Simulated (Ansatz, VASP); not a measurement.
## KCl: VASP beside Ansatz

POSCAR

```
KCl
1.0
    0.0000000000      3.1448753854      3.1448753854
    3.1448753854      0.0000000000      3.1448753854
    3.1448753854      3.1448753854      0.0000000000
K Cl
1 1
Direct
    0.0000000000      0.0000000000      0.0000000000
    0.5000000000      0.5000000000      0.5000000000
```

File INCAR.step1:

```
SYSTEM = KCl
  PREC = Accurate
  ENCUT = 520
  ISMEAR = 0
  SIGMA = 0.01
  LREAL = .False.
  LASPH = .True.
  NELM = 100
  NBANDS = 15
  GGA = PE
  ALGO = Normal
  EDIFF = 1E-4
  LWAVE = .True.
  LCHARG = .False.
```

INCAR.step2

```
SYSTEM = KCl
  PREC = Accurate
  ENCUT = 520
  EDIFF = 1E-7
  ISMEAR = 0
  SIGMA = 0.01
  LREAL = .False.
  LASPH = .True.
  NELM = 100
  ALGO = Normal
  ISIF = 2
  LWAVE = .False.
  LCHARG = .False.
  METAGGA = R2SCAN
  LMIXTAU = .True.
  NBANDS = 15
  ISTART = 1
```

File KPOINTS:

```
Automatic mesh
0
Gamma
  8 8 8
  0 0 0
```

Input for Ansatz:

```yaml
crystal:
  lattice:
    - [0.0, 3.1448753854, 3.1448753854]
    - [3.1448753854, 0.0, 3.1448753854]
    - [3.1448753854, 3.1448753854, 0.0]
  atoms:
    - { symbol: K, position: [0.0, 0.0, 0.0] }
    - { symbol: Cl, position: [0.5, 0.5, 0.5] }
kpoints:
  mp_grid: { grid: [8, 8, 8] }
  band_path:
    path:
      - [0.0, 0.0, 0.0]
      - [0.5, 0.0, 0.5]
      - [0.625, 0.25, 0.625]
      - [0.375, 0.375, 0.75]
      - [0.5, 0.5, 0.5]
      - [0.5, 0.25, 0.75]
    npoints: 1
hamiltonian:
  xc: r2scan
scf:
  occupations: { method: fixed }
  n_extra_bands: 4
output:
  forces: true
  stress: true
  eigenvalues: true
```

Alike in both runs: task single point; functional r2SCAN; k mesh 8 × 8 × 8; no spin polarisation.

|  | VASP | Ansatz |
| --- | --- | --- |
| version | VASP 6.6.1 | Ansatz 0.2.0 |
| potentials or method | VASP PAW PBE potentials, release 64 (K_sv, Cl) | plane waves, PAW |
| plane-wave cutoff (eV) | 520 | 500 |
| occupations | gaussian, width 0.01 eV | fixed |
| valence electrons in the cell | 16 | 16 |

|  | VASP | Ansatz | Ansatz less VASP |
| --- | --- | --- | --- |
| gap on the k mesh at the Fermi level (eV) | 5.84 | 5.83 | -0.004 |
| pressure (GPa) | 0.0 | 0.0 | +0.03 |

VASP's potentials were made for PBE, not for r2SCAN.
